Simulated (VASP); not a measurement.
# AlN (P6_3mc) in VASP: notebook

The runs below take AlN through single point, with r2SCAN.

Program: VASP 6.6.1. These are calculated values, not measurements. Logs are shortened: lines on timing, memory, paths and dates and some standing lists are left out, and cuts for length are marked.

## Step 1: The cell of the first run

Symmetry: P6_3mc, No. 186, hexagonal system. Conventional cell: a = 2.967 Å, b = 2.967 Å, c = 5.091 Å, α = 90.00°, β = 90.00°, γ = 120.00°. Within 2.4 Å of Al (site symmetry 3m) lie 4 N at 1.84 to 1.88 Å. Within 2.4 Å of N (site symmetry 3m) lie 4 Al at 1.84 to 1.88 Å.

## Step 2: Single point, r2SCAN

The input, POSCAR:

```
AlN
1.0
    2.9668956864      0.0000000000      0.0000000000
   -1.4834478432      2.5694070348      0.0000000000
    0.0000000000      0.0000000000      5.0908338596
Al N
2 2
Direct
    0.6666666667      0.3333333333      0.5052198461
    0.3333333333      0.6666666667      1.0052198461
    0.6666666667      0.3333333333      0.8747801539
    0.3333333333      0.6666666667      0.3747801539
```

The input, INCAR.step1:

```
  PREC = Accurate
  ENCUT = 520
  ISMEAR = 0
  SIGMA = 0.02
  LREAL = F
  LASPH = T
  NELM = 100
  NBANDS = 16
  GGA = PE
  ALGO = Normal
  EDIFF = 1E-4
  LWAVE = T
  LCHARG = F
```

The input, INCAR.step2:

```
  PREC = Accurate
  ENCUT = 520
  EDIFF = 1E-6
  ISMEAR = 0
  SIGMA = 0.02
  LREAL = F
  LASPH = T
  NELM = 100
  ALGO = Normal
  ISIF = 2
  LWAVE = F
  LCHARG = F
  METAGGA = R2SCAN
  LMIXTAU = T
  NBANDS = 16
  ISTART = 1
```

The input, KPOINTS:

```
Automatic mesh
0
Gamma
  12 12 6
```

Potentials or basis: VASP PAW PBE potentials, release 64 (Al, N).

On the command line:

```console
$ cat potpaw_PBE.64/Al/POTCAR potpaw_PBE.64/N/POTCAR > POTCAR
$ cp INCAR.step1 INCAR
$ mpirun -np 1 vasp_std > vasp.out
$ cp INCAR.step2 INCAR
$ mpirun -np 1 vasp_std > vasp.out
```

OUTCAR:

```text
PREC = Accurate
   ENCUT = 520
   EDIFF = 1E-6
   ISMEAR = 0
   LREAL = F
   LASPH = T
   NELM = 100
   ISIF = 2
   METAGGA = R2SCAN
   ISTART = 1

 ion  position               nearest neighbor table
   1  0.667  0.333  0.505-   4 1.84   4 1.84   4 1.84   3 1.88   2 3.07   2 3.07   2 3.07   2 3.07
                             2 3.07   2 3.07
   2  0.333  0.667  0.005-   3 1.84   3 1.84   3 1.84   4 1.88   1 3.07   1 3.07   1 3.07   1 3.07
                             1 3.07   1 3.07
   3  0.667  0.333  0.875-   2 1.84   2 1.84   2 1.84   1 1.88
   4  0.333  0.667  0.375-   1 1.84   1 1.84   1 1.84   2 1.88

  LATTYP: Found a hexagonal cell.
 ALAT       =     2.9668956864
 C/A-ratio  =     1.7158789515

  Lattice vectors:

 A1 = (   2.9668956864,   0.0000000000,   0.0000000000)
 A2 = (  -1.4834478432,   2.5694070348,   0.0000000000)
 A3 = (   0.0000000000,   0.0000000000,   5.0908338596)

Analysis of symmetry for initial positions (statically):
=====================================================================
 Subroutine PRICEL returns:
 Original cell was already a primitive cell.

 Routine SETGRP: Setting up the symmetry group for a
 hexagonal supercell.

 Subroutine GETGRP returns: Found 12 space group operations
 (whereof  6 operations were pure point group operations)
 out of a pool of 24 trial point group operations.

The static configuration has the point symmetry C_3v.
 The point group associated with its full space group is C_6v.

Analysis of symmetry for dynamics (positions and initial velocities):
=====================================================================
 Subroutine PRICEL returns:
 Original cell was already a primitive cell.

 Routine SETGRP: Setting up the symmetry group for a
 hexagonal supercell.

 Subroutine GETGRP returns: Found 12 space group operations
 (whereof  6 operations were pure point group operations)
 out of a pool of 24 trial point group operations.

The dynamic configuration has the point symmetry C_3v.
 The point group associated with its full space group is C_6v.

 Subroutine INISYM returns: Found 12 space group operations
 (whereof  6 operations are pure point group operations),
 and found     1 'primitive' translations

----------------------------------------------------------------------------------------

                                     Primitive cell

  volume of cell :      38.8083

  direct lattice vectors                    reciprocal lattice vectors
     2.966895686  0.000000000  0.000000000     0.337052632  0.194597428  0.000000000
    -1.483447843  2.569407035  0.000000000     0.000000000  0.389194856  0.000000000
     0.000000000  0.000000000  5.090833860     0.000000000  0.000000000  0.196431474

  length of vectors
     2.966895686  2.966895686  5.090833860     0.389194856  0.389194856  0.196431474

  position of ions in fractional coordinates (direct lattice)
     0.666666667  0.333333333  0.505219846
     0.333333333  0.666666667  0.005219846
     0.666666667  0.333333333  0.874780154
     0.333333333  0.666666667  0.374780154

  ion indices of the primitive-cell ions
   primitive index   ion index
                 1           1
                 2           2
                 3           3
                 4           4

----------------------------------------------------------------------------------------

 KPOINTS: Automatic mesh

Automatic generation of k-mesh.
 Grid dimensions read from file:
 generate k-points for:   12   12    6

 Generating k-lattice:

  Cartesian coordinates                     Fractional coordinates (reciprocal lattice)
     0.028087719  0.016216452  0.000000000     0.083333333 -0.000000000  0.000000000
     0.000000000  0.032432905  0.000000000     0.000000000  0.083333333  0.000000000
     0.000000000  0.000000000  0.032738579     0.000000000  0.000000000  0.166666667

  Length of vectors
     0.032432905  0.032432905  0.032738579

  Shift w.r.t. Gamma in fractional coordinates (k-lattice)
     0.000000000  0.000000000  0.000000000

 Subroutine IBZKPT returns following result:
 ===========================================

 Found     76 irreducible k-points:

 Following reciprocal coordinates:
            Coordinates               Weight
  0.000000  0.000000  0.000000      1.000000
  0.083333  0.000000  0.000000      6.000000
  0.166667  0.000000  0.000000      6.000000
  0.250000 -0.000000  0.000000      6.000000
  0.333333  0.000000  0.000000      6.000000
  0.416667  0.000000  0.000000      6.000000
[... 16 lines left out ...]
  0.250000 -0.000000  0.166667     12.000000
  0.333333  0.000000  0.166667     12.000000
 [... further k-points ...]
   k-points           NKPTS =     76   k-points in BZ     NKDIM =     76   number of bands    NBANDS=     16
   number of dos      NEDOS =    301   number of ions     NIONS =      4
   total plane-waves  NPLWV =  23040
   dimension x,y,z NGX =    24 NGY =   24 NGZ =   40
   dimension x,y,z NGXF=    48 NGYF=   48 NGZF=   80
   ions per type =               2   2
   NGX,Y,Z   is equivalent  to a cutoff of  13.45, 13.45, 13.06 a.u.
   NGXF,Y,Z  is equivalent  to a cutoff of  26.90, 26.90, 26.12 a.u.
 SYSTEM =  unknown system
   PREC   = accura    normal or accurate (medium, high low for compatibility)
   ISTART =      1    job   : 0-new  1-cont  2-samecut
   ICHARG =      0    charge: 1-file 2-atom 10-const
   ISPIN  =      1    spin polarized calculation?
   LNONCOLLINEAR =      F non collinear calculations
   LSORBIT =      F    spin-orbit coupling
   LASPH  =      T    aspherical Exc in radial PAW
   ENCUT  =  520.0 eV  38.22 Ry    6.18 a.u.   5.52  5.52  9.47*2*pi/ulx,y,z
   NELM   =    100;   NELMIN=  2; NELMDL=  0     # of ELM steps
   EDIFF  = 0.1E-05   stopping-criterion for ELM
   LREAL  =      F    real-space projection
   EDIFFG = 0.1E-04   stopping-criterion for IOM
   NSW    =      0    number of steps for IOM
   IBRION =     -1    ionic relax: 0-MD 1-quasi-New 2-CG
   NFREE  =      0    steps in history (QN), initial steepest desc. (CG)
   ISIF   =      2    stress and relaxation
   ISYM   =      2    0-nonsym 1-usesym 2-fastsym
   POTIM  = 0.5000    time-step for ionic-motion
   TEBEG  =    0.0;   TEEND  =   0.0 temperature during run
   PSTRESS=    0.0 pullay stress
   NELECT =      16.0000    total number of electrons
   NUPDOWN=      -1.0000    fix difference up-down
   EMIN   =  10.00;   EMAX   =-10.00  energy-range for DOS
   EFERMI =   0.00;   METHOD = LEGACY
   ISMEAR =     0;   SIGMA  =   0.02  broadening in eV -4-tet -1-fermi 0-gaus
   EFERMI_NEDOS =   21; number of points for ismear=-14 and -15
   IALGO  =     38    algorithm
   IMIX   =      4    mixing-type and parameters
     AMIX     =   0.40;   BMIX     =  1.00
     AMIX_MAG =   1.60;   BMIX_MAG =  1.00
  volume/ion in A,a.u.               =       9.70        65.47
  Fermi-wavevector in a.u.,A,eV,Ry     =   1.218447  2.302532 20.199401  1.484614
  Thomas-Fermi vector in A             =   2.353734
   LORBIT       =      0    0 simple, 1 ext, 2 COOP (PROOUT), +10 PAW based schemes
   METAGGA = R2SCAN    functional components
   LHFCALC =     F    Hartree Fock is set to
   AEXX    =    0.0000 exact exchange contribution
   IVDW    =     0    specifies the selected vdW correction
   LEPSILON=     F    determine dielectric tensor
   LRPA    =     F    only Hartree local field effects (RPA)
 non-spin polarized calculation
 Gauss-broadening in eV      SIGMA  =   0.02
  energy-cutoff  :      520.00
  volume of cell :       38.81
 maximum number of plane-waves:      1075
 NGX is ok and might be reduce to    24
   NGX = 11   NGY = 11   NGZ = 19

 number of electron      16.0000005 magnetization

 Free energy of the ion-electron system (eV)
  ---------------------------------------------------
  ext. energy  EPLUGINS =         0.00000000
  ---------------------------------------------------
  free energy    TOTEN  =       -38.17190952 eV

  energy without entropy =      -38.17190952  energy(sigma->0) =      -38.17190952

 E-fermi :   6.7662     XC(G=0): -11.7409

 val. band max:        6.6000961986   @ k =   0.0000   0.0000   0.0000
 cond. band min:      11.9003083534   @ k =   0.3333   0.3333   0.0000
 fundamental gap:      5.3002121548
 Fermi energy:         6.7661714838

 k-point     1 :       0.0000    0.0000    0.0000
  band No.  band energies     occupation
      1      -9.7956      2.00000
      2      -7.7465      2.00000
      3      -0.0591      2.00000
      4       6.1108      2.00000
      5       6.1108      2.00000
      6       6.1143      2.00000
[... 8 lines left out ...]
     15      21.9394      0.00000
     16      21.9394      0.00000

 k-point     2 :       0.0833    0.0000    0.0000
  band No.  band energies     occupation
      1      -9.6927      2.00000
      2      -7.6791      2.00000
      3       0.0626      2.00000
      4       5.6498      2.00000
      5       5.9811      2.00000
      6       6.0965      2.00000
[... 8 lines left out ...]
     15      21.5856      0.00000
     16      21.8405      0.00000

 k-point     3 :       0.1667    0.0000    0.0000
  band No.  band energies     occupation
      1      -9.3930      2.00000
      2      -7.4909      2.00000
      3       0.4214      2.00000
      4       4.5127      2.00000
      5       5.1955      2.00000
      6       5.6798      2.00000
[... 8 lines left out ...]
     15      21.0185      0.00000
     16      21.0523      0.00000

 k-point     4 :       0.2500   -0.0000    0.0000
  band No.  band energies     occupation
      1      -8.9270      2.00000
      2      -7.2293      2.00000
      3       0.9952      2.00000
      4       3.1664      2.00000
      5       4.0769      2.00000
      6       5.3339      2.00000
[... 8 lines left out ...]
     15      20.1875      0.00000
     16      22.2338      0.00000

 k-point     5 :       0.3333    0.0000    0.0000
  band No.  band energies     occupation
      1      -8.3575      2.00000
      2      -6.9820      2.00000
      3       1.7350      2.00000
      4       1.9524      2.00000
      5       3.0480      2.00000
      6       5.0322      2.00000
[... 8 lines left out ...]
     15      20.2697      0.00000
     16      23.4048      0.00000

 k-point     6 :       0.4167    0.0000    0.0000
  band No.  band energies     occupation
      1      -7.8059      2.00000
      2      -6.8626      2.00000
      3       1.1077      2.00000
      4       2.2953      2.00000
      5       2.5404      2.00000
      6       4.8308      2.00000
[... 8 lines left out ...]
     15      20.7773      0.00000
     16      23.5747      0.00000
[... 267 lines left out ...]
 k-point    21 :       0.0833    0.0000    0.1667
  band No.  band energies     occupation
      1      -9.5907      2.00000
      2      -7.8672      2.00000
      3       0.4239      2.00000
      4       5.3956      2.00000
      5       5.7150      2.00000
      6       6.0184      2.00000
[... 8 lines left out ...]
     15      21.3476      0.00000
     16      21.5784      0.00000

 k-point    22 :       0.1667    0.0000    0.1667
  band No.  band energies     occupation
      1      -9.2948      2.00000
      2      -7.6641      2.00000
      3       0.7413      2.00000
      4       4.5221      2.00000
      5       4.9182      2.00000
      6       5.7280      2.00000
[... 8 lines left out ...]
     15      20.9809      0.00000
     16      21.4299      0.00000

 k-point    23 :       0.2500   -0.0000    0.1667
  band No.  band energies     occupation
      1      -8.8361      2.00000
      2      -7.3763      2.00000
      3       1.2058      2.00000
      4       3.2671      2.00000
      5       3.8956      2.00000
      6       5.3912      2.00000
[... 8 lines left out ...]
     15      20.6348      0.00000
     16      22.2210      0.00000

 k-point    24 :       0.3333    0.0000    0.1667
  band No.  band energies     occupation
      1      -8.2788      2.00000
      2      -7.0911      2.00000
      3       1.4611      2.00000
      4       2.3804      2.00000
      5       2.9878      2.00000
      6       5.0955      2.00000
[... 8 lines left out ...]
     15      20.6561      0.00000
     16      23.2043      0.00000

 [... further k-points ...]
[... 5 lines left out ...]
  --------------------------------------------------------------------------------------
  -------------------------------------------------------------------------------------
  Total        6.3143831      6.3143831     -0.1224368      0.0000000     -0.0000000     -0.0000000
  in kB      260.6858159    260.6858159     -5.0547372      0.0000000     -0.0000000     -0.0000000
  external PRESSURE =     172.1056315 kB  Pullay stress =       0.0000000 kB

 VOLUME and BASIS-vectors are now :
 -----------------------------------------------------------------------------
  energy-cutoff  :      520.00
  volume of cell :       38.81
      direct lattice vectors                 reciprocal lattice vectors
     2.966895686  0.000000000  0.000000000     0.337052632  0.194597428  0.000000000
    -1.483447843  2.569407035  0.000000000     0.000000000  0.389194856  0.000000000
     0.000000000  0.000000000  5.090833860     0.000000000  0.000000000  0.196431474

 POSITION                                       TOTAL-FORCE (eV/Angst)
 -----------------------------------------------------------------------------------
      1.48345      0.85647      2.57199        -0.000000     -0.000000      0.006794
     -0.00000      1.71294      0.02657         0.000000      0.000000      0.006794
      1.48345      0.85647      4.45336        -0.000000      0.000000     -0.006794
     -0.00000      1.71294      1.90794        -0.000000      0.000000     -0.006794
 -----------------------------------------------------------------------------------
    total drift:                               -0.000000      0.000000     -0.005391

  FREE ENERGIE OF THE ION-ELECTRON SYSTEM (eV)
  ---------------------------------------------------
  free  energy   TOTEN  =       -38.1719095185 eV

  energy  without entropy=      -38.1719095185  energy(sigma->0) =      -38.17190952
```

Wall time 1.9 min (1 thread of Intel Xeon Platinum 8488C (Sapphire Rapids), shared host); peak memory 0.18 GiB.

Results:

```
Free energy            : -38.1719 eV
Pressure               : 17.2 GPa
Largest force          : 0.007 eV/Å
Band gap on the k mesh : 5.30 eV, indirect (least direct gap 5.38 eV)
```

Forces in eV/Å, atoms in the order of the input:
```
Al   0.000  0.000  0.007
Al   0.000  0.000  0.007
N    0.000  0.000 -0.007
N    0.000  0.000 -0.007
```

Caveat: the PAW data sets were made with another functional, which shifts forces and pressure a little.

## Step 3: Single point, r2SCAN (biaxial strain in the a-b plane: -4.5 %)

The input, POSCAR:

```
AlN
1.0
    2.9668956864      0.0000000000      0.0000000000
   -1.4834478432      2.5694070348      0.0000000000
    0.0000000000      0.0000000000      5.1129954296
Al N
2 2
Direct
    0.6666666667      0.3333333333      0.5032450246
    0.3333333333      0.6666666667      1.0032450246
    0.6666666667      0.3333333333      0.8767549754
    0.3333333333      0.6666666667      0.3767549754
```

The input, INCAR.step1:

```
SYSTEM = AlN
PREC = Accurate
ENCUT = 520
ISMEAR = 0
SIGMA = 0.02
LREAL = .False.
LASPH = .True.
NELM = 80
NBANDS = 16
GGA = PE
ALGO = Normal
EDIFF = 1E-4
LWAVE = .True.
LCHARG = .False.
```

The input, INCAR.step2:

```
SYSTEM = AlN
PREC = Accurate
ENCUT = 520
EDIFF = 1E-6
ISMEAR = 0
SIGMA = 0.02
LREAL = .False.
LASPH = .True.
NELM = 80
ALGO = Normal
ISIF = 2
LWAVE = .False.
LCHARG = .True.
METAGGA = R2SCAN
LMIXTAU = .True.
LELF = .True.
LVHAR = .True.
NBANDS = 16
ISTART = 1
```

The input, KPOINTS:

```
Automatic mesh
0
Gamma
  12 12 6
  0 0 0
```

Potentials or basis: VASP PAW PBE potentials, release 64 (Al, N).

On the command line:

```console
$ cat potpaw_PBE.64/Al/POTCAR potpaw_PBE.64/N/POTCAR > POTCAR
$ cp INCAR.step1 INCAR
$ mpirun -np 1 vasp_std > vasp.out
$ cp INCAR.step2 INCAR
$ mpirun -np 1 vasp_std > vasp.out
```

Run time: 1.7 min. Hardware: 1 thread of Intel Xeon Platinum 8488C (Sapphire Rapids), shared host; peak memory 0.18 GiB.

Results (log left out):

| Item | Value |
| --- | --- |
| Free energy | -38.1620 eV |
| Pressure | 16.6 GPa |
| Largest force | 0.353 eV/Å |
| Band gap on the k mesh | 5.35 eV, direct |

Forces in eV/Å, atoms in the order of the input:
```
Al   0.000  0.000  0.353
Al   0.000  0.000  0.353
N    0.000  0.000 -0.353
N    0.000  0.000 -0.353
```

Stress tensor (GPa, compression positive):
```
27.08  0.00  0.00
 0.00 27.08  0.00
 0.00  0.00 -4.48
```

Levels at points of the mesh, in eV from the valence-band top:
```
           k point  band 4  band 5  band 6  band 7  band 8  band 9  band 10  band 11  band 12  band 13
(0.00, 0.00, 0.00)   -0.48   -0.48   -0.41    0.00    0.00    5.35     8.95    11.74    13.36    13.36
(0.50, 0.00, 0.00)   -4.57   -3.53   -1.93   -1.81   -0.65    6.06     7.19     9.72    11.47    12.40
(0.00, 0.00, 0.50)   -3.87   -0.25   -0.25   -0.25   -0.25    8.12     8.12    11.60    11.60    13.67
(0.50, 0.00, 0.50)   -5.84   -1.68   -1.68   -1.28   -1.28    5.94     5.94    10.60    10.60    13.44
```

Caveat: the cell differs from its parent crystal (biaxial strain in the a-b plane: -4.5 %); the PAW data sets were made with another functional, which shifts forces and pressure a little.

(Part 1 of 2 ends here.)
